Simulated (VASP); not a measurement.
# Si (Ibca) in VASP: a series of runs

Runs on Si. Level: PBE. Tasks: single point.

Everything below comes from runs of VASP 6.6.1. Logs are shortened: lines on timing, memory, paths and dates and some standing lists are left out, and cuts for length are marked.

## 1. The cell of the first run

The structure is orthorhombic, space group Ibca (No. 73). Conventional cell: a = 6.252 Å, b = 7.053 Å, c = 7.053 Å, α = 90.00°, β = 90.00°, γ = 90.00°. Within 3.1 Å of Si (site symmetry 1) lie 4 Si at 2.34 to 2.54 Å.

## 2. Single point, PBE (19.44 Å³/atom)

Input file INCAR:

```
SYSTEM = Si
PREC     = Accurate       ! precision mode
ENCUT    = 520            ! plane-wave cutoff, eV
EDIFF    = 1E-7           ! SCF threshold, eV
ISMEAR   = 0              ! smearing method
SIGMA    = 0.15           ! smearing width, eV
LREAL    = .FALSE.        ! projectors in reciprocal space
LASPH    = .TRUE.         ! aspherical terms in the spheres
NELM     = 60             ! most SCF steps
ALGO     = Fast           ! electronic algorithm
ISIF     = 2              ! what is computed and relaxed
LWAVE    = .FALSE.        ! write WAVECAR
LCHARG   = .FALSE.        ! write CHGCAR
GGA      = PE             ! functional
NBANDS   = 26             ! bands
```

Input file KPOINTS:

```
Automatic mesh
0
G
  10 10 10
  0 0 0
```

Input file POSCAR:

```
Si
1.0
   -3.5266755178      3.5266755178      3.1260451790
    3.5266755178     -3.5266755178      3.1260451790
    3.5266755178      3.5266755178     -3.1260451790
Si
8
Direct
    0.2028545115      0.2028545115      0.2028545115
    0.5000000000      0.0000000000      0.2971454885
    0.2971454885      0.5000000000      0.0000000000
    0.0000000000      0.2971454885      0.5000000000
    0.7971454885      0.7971454885      0.7971454885
    0.5000000000      0.0000000000      0.7028545115
    0.7028545115      0.5000000000      0.0000000000
    0.0000000000      0.7028545115      0.5000000000
```

Potentials or basis: VASP PAW PBE potentials, release 64 (Si).

Command:

```sh
$ cat potpaw_PBE.64/Si/POTCAR > POTCAR
$ mpirun -np 1 vasp_std > vasp.out
```

OUTCAR:

```text
SYSTEM = Si
   PREC = Accurate
   ENCUT = 520
   EDIFF = 1E-7
   ISMEAR = 0
   LREAL = .FALSE.
   LASPH = .TRUE.
   NELM = 60
   ISIF = 2
   GGA = PE

 ion  position               nearest neighbor table
   1  0.203  0.203  0.203-   3 2.34   5 2.39   4 2.45   2 2.54
   2  0.500  0.000  0.297-   4 2.34   6 2.39   3 2.45   1 2.54
   3  0.297  0.500  0.000-   1 2.34   7 2.39   2 2.45   4 2.54
   4  0.000  0.297  0.500-   2 2.34   8 2.39   1 2.45   3 2.54
   5  0.797  0.797  0.797-   7 2.34   1 2.39   8 2.45   6 2.54
   6  0.500  0.000  0.703-   8 2.34   2 2.39   7 2.45   5 2.54
   7  0.703  0.500  0.000-   5 2.34   3 2.39   6 2.45   8 2.54
   8  0.000  0.703  0.500-   6 2.34   4 2.39   5 2.45   7 2.54

  LATTYP: Found a body centered tetragonal cell.
 ALAT       =     7.0533510356
 C/A-ratio  =     0.8864000000

  Lattice vectors:

 A1 = (  -3.5266755178,   3.5266755178,   3.1260451790)
 A2 = (   3.5266755178,  -3.5266755178,   3.1260451790)
 A3 = (   3.5266755178,   3.5266755178,  -3.1260451790)

Analysis of symmetry for initial positions (statically):
=====================================================================
 Subroutine PRICEL returns:
 Original cell was already a primitive cell.

 Routine SETGRP: Setting up the symmetry group for a
 body centered tetragonal supercell.

 Subroutine GETGRP returns: Found  8 space group operations
 (whereof  2 operations were pure point group operations)
 out of a pool of 16 trial point group operations.

The static configuration has the point symmetry S_2 .
 The point group associated with its full space group is D_2h.

Analysis of symmetry for dynamics (positions and initial velocities):
=====================================================================
 Subroutine PRICEL returns:
 Original cell was already a primitive cell.

 Routine SETGRP: Setting up the symmetry group for a
 body centered tetragonal supercell.

 Subroutine GETGRP returns: Found  8 space group operations
 (whereof  2 operations were pure point group operations)
 out of a pool of 16 trial point group operations.

The dynamic configuration has the point symmetry S_2 .
 The point group associated with its full space group is D_2h.

 Subroutine INISYM returns: Found  8 space group operations
 (whereof  2 operations are pure point group operations),
 and found     1 'primitive' translations

[... 109 lines left out ...]
   NSW    =      0    number of steps for IOM
   IBRION =     -1    ionic relax: 0-MD 1-quasi-New 2-CG
   NFREE  =      0    steps in history (QN), initial steepest desc. (CG)
   ISIF   =      2    stress and relaxation
   ISYM   =      2    0-nonsym 1-usesym 2-fastsym
   POTIM  = 0.5000    time-step for ionic-motion
   TEBEG  =    0.0;   TEEND  =   0.0 temperature during run
   PSTRESS=    0.0 pullay stress
   NELECT =      32.0000    total number of electrons
   NUPDOWN=      -1.0000    fix difference up-down
   EMIN   =  10.00;   EMAX   =-10.00  energy-range for DOS
   EFERMI =   0.00;   METHOD = LEGACY
   ISMEAR =     0;   SIGMA  =   0.15  broadening in eV -4-tet -1-fermi 0-gaus
   EFERMI_NEDOS =   21; number of points for ismear=-14 and -15
   IALGO  =     68    algorithm
   IMIX   =      4    mixing-type and parameters
     AMIX     =   0.40;   BMIX     =  1.00
     AMIX_MAG =   1.60;   BMIX_MAG =  1.00
  volume/ion in A,a.u.               =      19.44       131.19
  Fermi-wavevector in a.u.,A,eV,Ry     =   0.966487  1.826396 12.709166  0.934097
  Thomas-Fermi vector in A             =   2.096293
   LORBIT       =      0    0 simple, 1 ext, 2 COOP (PROOUT), +10 PAW based schemes
   GGA     = PE    functional components
   LHFCALC =     F    Hartree Fock is set to
   AEXX    =    0.0000 exact exchange contribution
   IVDW    =     0    specifies the selected vdW correction
   LEPSILON=     F    determine dielectric tensor
   LRPA    =     F    only Hartree local field effects (RPA)
 non-spin polarized calculation
 RMM-DIIS sequential band-by-band and
 Gauss-broadening in eV      SIGMA  =   0.15
  energy-cutoff  :      520.00
  volume of cell :      155.52
 maximum number of plane-waves:      4224
 NGX is ok and might be reduce to    48
   NGX = 21   NGY = 21   NGZ = 21

 number of electron      32.0000000 magnetization

 Free energy of the ion-electron system (eV)
  ---------------------------------------------------
  ext. energy  EPLUGINS =         0.00000000
  ---------------------------------------------------
  free energy    TOTEN  =       -41.43802063 eV

  energy without entropy =      -41.42343053  energy(sigma->0) =      -41.43072558

 E-fermi :   6.4523     XC(G=0):  -9.7266

 val. band max:        6.4522066433   @ k =  -0.1000  -0.4000   0.1000
 cond. band min:       6.4597845976   @ k =   0.5000   0.5000   0.3000
 fundamental gap:      0.0075779544
 Fermi energy:         6.4522781410

 k-point     1 :       0.0000    0.0000    0.0000
  band No.  band energies     occupation
      1      -5.8146      2.00000
      2      -1.9753      2.00000
      3      -1.7873      2.00000
      4      -1.1652      2.00000
      5      -0.8946      2.00000
      6       0.0216      2.00000
[... 685 lines left out ...]
     25      11.0979      0.00000
     26      11.4332      0.00000

 [... further k-points ...]

------------------------ aborting loop because EDIFF is reached ----------------------------------------

  FORCE on cell =-STRESS in cart. coord.  units (eV):
  Direction    XX          YY          ZZ          XY          YZ          ZX
  --------------------------------------------------------------------------------------
  -------------------------------------------------------------------------------------
  Total       -8.6971577     -7.9102761      4.9477689      0.0000000      0.0000000      0.0000000
  in kB      -89.5986941    -81.4921879     50.9722427      0.0000000      0.0000000      0.0000000
  external PRESSURE =     -40.0395464 kB  Pullay stress =       0.0000000 kB

 VOLUME and BASIS-vectors are now :
 -----------------------------------------------------------------------------
  energy-cutoff  :      520.00
  volume of cell :      155.52
      direct lattice vectors                 reciprocal lattice vectors
    -3.526675518  3.526675518  3.126045179     0.000000000  0.141776582  0.159946505
     3.526675518 -3.526675518  3.126045179     0.141776582  0.000000000  0.159946505
     3.526675518  3.526675518 -3.126045179     0.141776582  0.141776582  0.000000000

 POSITION                                       TOTAL-FORCE (eV/Angst)
 -----------------------------------------------------------------------------------
      0.71540      0.71540      0.63413        -0.176019      0.344041     -0.427393
     -0.71540      2.81127      0.63413         0.176019     -0.344041     -0.427393
      0.71540     -0.71540      2.49191        -0.176019     -0.344041      0.427393
      2.81127      0.71540     -0.63413         0.176019      0.344041      0.427393
      2.81127      2.81127      2.49191         0.176019     -0.344041      0.427393
      0.71540      4.24208     -0.63413        -0.176019      0.344041      0.427393
     -0.71540      0.71540      3.76018         0.176019      0.344041     -0.427393
      4.24208     -0.71540      0.63413        -0.176019     -0.344041     -0.427393
 -----------------------------------------------------------------------------------
    total drift:                               -0.000000     -0.000000     -0.000000

  FREE ENERGIE OF THE ION-ELECTRON SYSTEM (eV)
  ---------------------------------------------------
  free  energy   TOTEN  =       -41.4380206325 eV

  energy  without entropy=      -41.4234305339  energy(sigma->0) =      -41.43072558
```

OSZICAR:

```text
N       E                     dE             d eps       ncg     rms          rms(c)
DAV:   1     0.573924525076E+02    0.57392E+02   -0.11962E+04  8892   0.102E+03
DAV:   2    -0.371922985559E+02   -0.94585E+02   -0.87046E+02 10880   0.141E+02
DAV:   3    -0.419476392907E+02   -0.47553E+01   -0.46447E+01 11916   0.286E+01
DAV:   4    -0.420253900509E+02   -0.77751E-01   -0.77466E-01 11098   0.452E+00
DAV:   5    -0.420268577260E+02   -0.14677E-02   -0.14661E-02 11758   0.580E-01    0.865E+00
RMM:   6    -0.415640053834E+02    0.46285E+00   -0.36727E-01  9047   0.192E+00    0.510E+00
RMM:   7    -0.414437862401E+02    0.12022E+00   -0.53835E-01  9692   0.245E+00    0.676E-01
RMM:   8    -0.414378425353E+02    0.59437E-02   -0.72142E-02  9558   0.131E+00    0.194E-01
RMM:   9    -0.414380281210E+02   -0.18559E-03   -0.15684E-02 10962   0.570E-01    0.198E-01
RMM:  10    -0.414380017256E+02    0.26395E-04   -0.29480E-03 10456   0.307E-01    0.387E-02
RMM:  11    -0.414380121945E+02   -0.10469E-04   -0.73134E-04 10688   0.154E-01    0.504E-02
RMM:  12    -0.414380228279E+02   -0.10633E-04   -0.10870E-04 11204   0.545E-02    0.401E-02
RMM:  13    -0.414380204385E+02    0.23893E-05   -0.23122E-05 10552   0.267E-02    0.452E-03
RMM:  14    -0.414380212539E+02   -0.81535E-06   -0.60044E-06 10997   0.128E-02    0.140E-02
RMM:  15    -0.414380206723E+02    0.58156E-06   -0.14751E-06 10517   0.647E-03    0.418E-03
RMM:  16    -0.414380206325E+02    0.39793E-07   -0.37639E-07  8686   0.329E-03
   1 F= -.41438021E+02 E0= -.41430726E+02  d E =-.145901E-01
```

It took 14 min on 1 thread of AMD EPYC 9755, shared host; peak memory 0.59 GiB.

What came out:

```yaml
Free_energy: -41.4380 eV
Pressure: -4.0 GPa
Largest_force: 0.576 eV/Å
Band_gap_on_the_k_mesh: zero (bands 16 and 17 overlap by 0.29 eV)
```

Forces in eV/Å, atoms in the order of the input:
```
Si  -0.176  0.344 -0.427
Si   0.176 -0.344 -0.427
Si  -0.176 -0.344  0.427
Si   0.176  0.344  0.427
Si   0.176 -0.344  0.427
Si  -0.176  0.344  0.427
Si   0.176  0.344 -0.427
Si  -0.176 -0.344 -0.427
```

Caveat: the stress differs along the axes, from -9 to 5 GPa; semilocal functionals underestimate gaps, and a narrow one can read as zero.

## 3. Single point, PBE (18.46 Å³/atom)

This run uses another cell than the first one, of 18.46 Å³/atom.

Input file INCAR:

```
PREC = Accurate
ENCUT = 520
EDIFF = 1E-6
ISMEAR = 0
SIGMA = 0.15
LREAL = F
LASPH = T
NELM = 80
ALGO = Fast
ISIF = 2
LWAVE = F
LCHARG = F
GGA = PE
NBANDS = 26
```

Input file KPOINTS:

```
regular mesh
0
Gamma
  10 10 10
```

Edit POSCAR of step 2 so:

```diff
@@ -2,5 +2,5 @@
 1.0
-   -3.5266755178      3.5266755178      3.1260451790
-    3.5266755178     -3.5266755178      3.1260451790
-    3.5266755178      3.5266755178     -3.1260451790
+   -3.4661007407      3.4661007407      3.0723516966
+    3.4661007407     -3.4661007407      3.0723516966
+    3.4661007407      3.4661007407     -3.0723516966
 Si
```

Potentials or basis: VASP PAW PBE potentials, release 64 (Si).

Command:

```sh
$ cat potpaw_PBE.64/Si/POTCAR > POTCAR
$ mpirun -np 1 vasp_std > vasp.out
```

It took 19 min on 1 thread of Oxide Virtual Turin-like, shared host; peak memory 0.57 GiB.

It converged, with:

- Free energy: -41.5328 eV
- Pressure: 0.3 GPa
- Largest force: 0.740 eV/Å
- Band gap on the k mesh: zero (bands 16 and 17 overlap by 0.39 eV)

Forces on the atoms (eV/Å):
```
Si  -0.090  0.611 -0.408
Si   0.090 -0.611 -0.408
Si  -0.090 -0.611  0.408
Si   0.090  0.611  0.408
Si   0.090 -0.611  0.408
Si  -0.090  0.611  0.408
Si   0.090  0.611 -0.408
Si  -0.090 -0.611 -0.408
```

Stress tensor (GPa, compression positive):
```
-5.11  0.00  0.00
 0.00 -4.15  0.00
 0.00  0.00 10.25
```

Levels at points of the mesh, in eV from the Fermi level:
```csv
k point,band 14,band 15,band 16,band 17,band 18,band 19
"(0.00, 0.00, 0.00)",-1.98,-1.87,0.15,0.79,0.90,3.27
"(0.50, 0.00, 0.00)",-1.89,-1.68,-1.68,0.85,0.85,1.80
"(0.50, 0.00, 0.50)",-1.75,-1.17,-1.17,0.01,0.01,1.93
"(0.50, 0.50, 0.00)",-2.21,-1.05,-1.05,0.32,0.32,1.65
"(0.50, 0.50, 0.50)",-0.55,-0.31,-0.02,0.59,1.86,2.36
```

Caveat: the stress differs along the axes, from -5 to 10 GPa; semilocal functionals underestimate gaps, and a narrow one can read as zero.

(Continued in part 2 of 2.)

The gap in the log of VASP goes by the Fermi energy; the results here count the filled bands.